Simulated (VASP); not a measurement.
Crystal: BaZrO3.

```
Ba Zr O
1.0
     4.40123    0.00000    0.00000
     0.00000    4.40123    0.00000
     0.00000    0.00000    5.06741
Ba Zr O
1 1 3
Direct
  0.00000 0.00000 0.00000
  0.50000 0.50000 0.00000
  0.00000 0.00000 0.50000
  0.50000 0.50000 0.69657
  0.50000 0.50000 0.30343
```

* Program: VASP 6.6.1
* Task: relaxation of cell and atoms
* Functional: PBE
* Potentials or basis: VASP PAW PBE potentials, release 64 (Ba_sv, Zr_sv, O)
* Cutoff: 600 eV
* k mesh: 4 × 4 × 4
* Occupations: gaussian, width 0.1 eV
* Spin: no spin polarisation

At the start: pressure 36.1 GPa; volume 19.63 Å³/atom.

How do energy, volume and symmetry change on relaxing?

Over 16 steps the energy falls by 1385.3 meV/atom and the volume is 29.07 Å³/atom (+48.1 %); space group P4/mmm (No. 123, to 0.05 Å).

Step by step:
```csv
step,energy change (eV),largest force (eV/Å),pressure (GPa),volume (Å³)
1,0.0000,19.3219,36.06,98.16
2,1681.4693,13633.9438,813.94,168.15
3,-5.6983,2.5929,6.32,98.33
4,-5.6994,2.5783,6.35,98.34
5,-5.7534,0.9705,4.06,99.66
6,-5.9305,7.0421,9.10,106.25
7,-6.0579,3.0398,6.45,103.85
8,-6.3620,0.7327,5.78,110.12
9,-6.5763,2.1999,5.84,120.44
10,-6.8249,1.0460,1.89,130.92
11,-6.8868,0.0807,-1.21,142.17
12,-6.8888,0.2032,-0.82,140.56
13,-6.9172,0.3948,-0.44,143.71
14,-6.9199,0.6805,-0.29,145.05
15,-6.9260,0.1560,0.20,145.45
16,-6.9266,0.0287,0.09,145.36
```

Final structure:
```
Ba Zr O
1.0
     5.35640    0.00000    0.00000
     0.00000    5.35640    0.00000
     0.00000    0.00000    5.06630
Ba Zr O
1 1 3
Direct
  0.00000 0.00000 0.00000
  0.50000 0.50000 0.00000
  0.00000 0.00000 0.50000
  0.50000 0.50000 0.63078
  0.50000 0.50000 0.36922
```

Caveat: the volume moved by over 15 % at a fixed basis, so the end points are rough.
